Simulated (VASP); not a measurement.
Write the native input for VASP 6.6.1 that does the following.

| Item | Value |
| --- | --- |
| Task | single point |
| Functional | LDA |
| Potentials or basis | VASP PAW LDA potentials, release 64 (Mn_pv) |
| Cutoff | 520 eV |
| k mesh | 3 × 3 × 2 |
| Occupations | gaussian, width 0.05 eV |
| Spin | non-collinear spin, typed start |
| Starting moments | [[0.109, 1.216, -1.034], [0.497, -1.315, 2.305], [-1.895, 0.98, -1.814], [0.835, -1.851, -1.081]] μB |
| Dipole correction | no |
| Further INCAR settings | ALGO = Normal; EDIFF = 1e-06; NBANDS = 66 |

The structure of Mn lies in POSCAR:

```
Mn
1.0
    2.8436760000      0.0000000000      0.0000000000
    0.0000000000      2.8436760000      0.0000000000
    0.0000000000      0.0000000000      5.6872518000
Mn
4
Direct
    0.0000000000      0.0000000000      0.0000000000
    0.5000000000      0.5000000000      0.2500000000
    0.0000000000      0.0000000000      0.5000000000
    0.5000000000      0.5000000000      0.7500000000
```

One way to write it, as run:

INCAR

```
SYSTEM = Mn
ALGO = Normal ; EDIFF = 1E-6
ENCUT = 520 ; ISIF = 2
ISMEAR = 0 ; LASPH = .True.
LCHARG = .False. ; LMAXMIX = 4
LNONCOLLINEAR = .True. ; LORBIT = 11
LREAL = .False. ; LWAVE = .False.
MAGMOM = 0.109 1.216 -1.034 0.497 -1.315 2.305 -1.895 0.98 -1.814 0.835 -1.851 -1.081 ; NBANDS = 66
NELM = 150 ; PREC = Accurate
SIGMA = 0.05
```

KPOINTS

```
k-points
0
Gamma
  3 3 2
  0 0 0
```

Potentials or basis: VASP PAW LDA potentials, release 64 (Mn_pv).

Command:

```bash
$ cat potpaw_LDA.64/Mn_pv/POTCAR > POTCAR
$ mpirun -np 1 vasp_ncl > vasp.out
```

Results of the run:

- Pressure: -29.8 GPa
- Band gap on the k mesh: zero (band 52 reaches 9.82 eV, above the bottom of band 53 at 9.45 eV)
- Net moment: 0.57 μB per cell
- Valence electrons inside the program's atomic spheres: Mn 11.86

Caveat: the k points lie up to 0.74 Å⁻¹ apart.

It took 8.8 min on 1 thread of AMD EPYC 7R43 64-Core Processor (Zen 3), with other jobs on the host, peak memory 0.22 GiB.
